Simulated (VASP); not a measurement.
A run of VASP 6.6.1 is set up as follows.

Contents of INCAR:

```
PREC     = Accurate       # precision mode
ENCUT    = 600            # plane-wave cutoff, eV
EDIFF    = 1E-6           # SCF threshold, eV
ISMEAR   = 0              # smearing method
SIGMA    = 0.1            # smearing width, eV
LREAL    = False          # projectors in reciprocal space
LASPH    = True           # aspherical terms in the spheres
NELM     = 100            # most SCF steps
ALGO     = Normal         # electronic algorithm
ISIF     = 3              # what is computed and relaxed
LWAVE    = False          # write WAVECAR
LCHARG   = False          # write CHGCAR
GGA      = PS             # functional
IBRION   = 2              # ionic algorithm
NSW      = 80             # ionic steps
EDIFFG   = -0.01          # ionic threshold
```

The input KPOINTS:

```
Automatic mesh
0
Gamma
  12 12 6
```

Contents of POSCAR:

```
Sr
1.0
    2.0881021048     -3.6292550135      0.0000000000
    2.0881021048      3.6292550135      0.0000000000
    0.0000000000      0.0000000000      6.9065622633
Sr
2
Direct
    0.8343933891      0.1656066109      0.7500000000
    0.1656066109      0.8343933891      0.2500000000
```

Potentials or basis: VASP PAW PBE potentials, release 64 (Sr_sv).

Launch:

```sh
$ cat potpaw_PBE.64/Sr_sv/POTCAR > POTCAR
$ mpirun -np 1 vasp_std > vasp.out
```

Task: Predict the relaxed cell.

Result: a = 4.201 Å, b = 4.201 Å, c = 6.881 Å, α = 90.00°, β = 90.00°, γ = 120.11°.

Task: Estimate the relaxed volume.

Result: 52.53 Å³/atom.

Forces on the atoms (eV/Å):
```
Sr   0.000  0.002  0.000
Sr   0.000 -0.002  0.000
```

Caveat: the PAW data sets were made with another functional, which shifts forces and pressure a little.
